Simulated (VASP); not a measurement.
Input of a VASP 6.6.1 run:

Contents of INCAR:

```
  PREC = Accurate
  ENCUT = 520
  EDIFF = 1E-6
  ISMEAR = 0
  SIGMA = 0.02
  LREAL = Auto
  LASPH = True
  NELM = 150
  ALGO = Normal
  ISIF = 2
  LWAVE = False
  LCHARG = False
  ISPIN = 2
  MAGMOM = 0 0 0 0 0 0 0 0 0 0 0 0 0 0 0 0 0 0 0 0 0 0 0 0 0 0 0 0 0 0 0 0 0 0 0 0 0 0 0 0 0 0 0 0 0.14 0 0 0 0 0 0 0 0 0 0 0 0 0 0 0 0 0 0
  LORBIT = 11
  GGA = PE
  IVDW = 12
  NBANDS = 172
```

The input KPOINTS:

```
regular mesh
0
Gamma
  1 1 1
```

File POSCAR:

```
GaSi62
1.0
   10.8600000000      0.0000000000      0.0000000000
    0.0000000000     10.8600000000      0.0000000000
    0.0000000000      0.0000000000     10.8600000000
Si Ga
62 1
Direct
    0.4998743094      0.0021049724      0.0023317680
    0.6252261510      0.1265921731      0.1260466851
    0.7498547882      0.2515240331     -0.0003908840
    0.8746610497      0.3755581031      0.1257908840
    0.7488881215      0.0021267956      0.2521608656
    0.8767215470      0.1243347145      0.3770993554
   -0.0001904236      0.0009459484      0.0003681400
    0.1250696133      0.1250999079      0.1258174033
    0.2492093923      0.2504936464      0.0004132597
    0.3739621547      0.3758451197      0.1271232044
    0.4987484346      0.5013070902     -0.0015664825
    0.6250920810      0.6251537753      0.1233146409
    0.7488856354      0.7515182320     -0.0016357274
    0.8743186924      0.8761527624      0.1270981584
    0.2499302947      0.0002175875      0.2513042357
    0.3760488029      0.1207349908      0.3797487109
    0.4997606814      0.2485843462      0.2508965009
    0.6254666667      0.3726234807      0.3742381215
    0.7496523941      0.5006220994      0.2498176796
    0.8775461326      0.6247851750      0.3742950276
    0.4940656538     -0.0109427256      0.5063883057
    0.6212633517      0.1209933702      0.6259315838
    0.7492325967      0.2481360958      0.4999950276
    0.8742592081      0.3758851750      0.6266588398
    0.7512088398      0.0023830571      0.7505946593
    0.8761761510      0.1268808471      0.8755794659
   -0.0012805709      0.5003686924     -0.0004452118
    0.1235679558      0.6250096685      0.1259833333
    0.2481020258      0.7504166667      0.0022795580
    0.3750375691      0.8751940147      0.1261822284
   -0.0000302947      0.2502419890      0.2502500921
    0.1257988029      0.3735757827      0.3770097606
    0.2480982505      0.5013609576      0.2520660221
    0.3770358195      0.6261180479      0.3768103131
    0.5008471455      0.7493258748      0.2489744936
    0.6239343462      0.8731177716      0.3769075506
    0.0019504604     -0.0009549724      0.5018293738
    0.1282323204      0.1219747698      0.6275231123
    0.2510340700      0.2483948435      0.5018234807
    0.3750594843      0.3750563536      0.6258784530
    0.5005501842      0.4969248619      0.4977402394
    0.6245895948      0.6255348066      0.6168050645
    0.7532112339      0.7496909761      0.4978133517
    0.8751605893      0.8751738490      0.6258788214
    0.2553915285     -0.0048243094      0.7490854512
    0.3750405157      0.1248106814      0.8760515654
    0.4994288214      0.2493924494      0.7500377532
    0.6240331492      0.3758259669      0.8742872007
    0.7472635359      0.5030333333      0.7491413444
    0.8744729282      0.6262721915      0.8742574586
    0.0016132597      0.7504727440      0.2508813076
    0.1295253223      0.8739651013      0.3797355433
    0.0020523941      0.5009856354      0.5000186924
    0.1292363720      0.6289343462      0.6257842541
    0.2614666667      0.7562040516      0.5064279006
    0.0006408840      0.2495584715      0.7491392265
    0.1233155617      0.3740483425      0.8754941989
    0.2478446593      0.4990656538      0.7505429098
    0.3682657459      0.6258158379      0.8756267035
    0.6242866483      0.8819254144      0.8755189687
    0.0009462247      0.7508439227      0.7499369245
    0.1255995396      0.8752546961      0.8758285451
    0.4997403315      0.7504173112      0.7476391344
```

Potentials or basis: VASP PAW PBE potentials, release 64 (Si, Ga_d).

Launch:

```console
$ cat potpaw_PBE.64/Si/POTCAR potpaw_PBE.64/Ga_d/POTCAR > POTCAR
$ mpirun -np 1 vasp_gam > vasp.out
```

(1) Predict the net moment.

(2) Estimate the largest force.

(3) Estimate the site moments.

Answers

(1) 1.00 μB per cell.

(2) 0.009 eV/Å.

(3) Si -0.00, +0.00, +0.01, +0.03, +0.14, +0.04 (each value once); Ga +0.00 μB.

Caveat: the k points lie up to 0.58 Å⁻¹ apart.
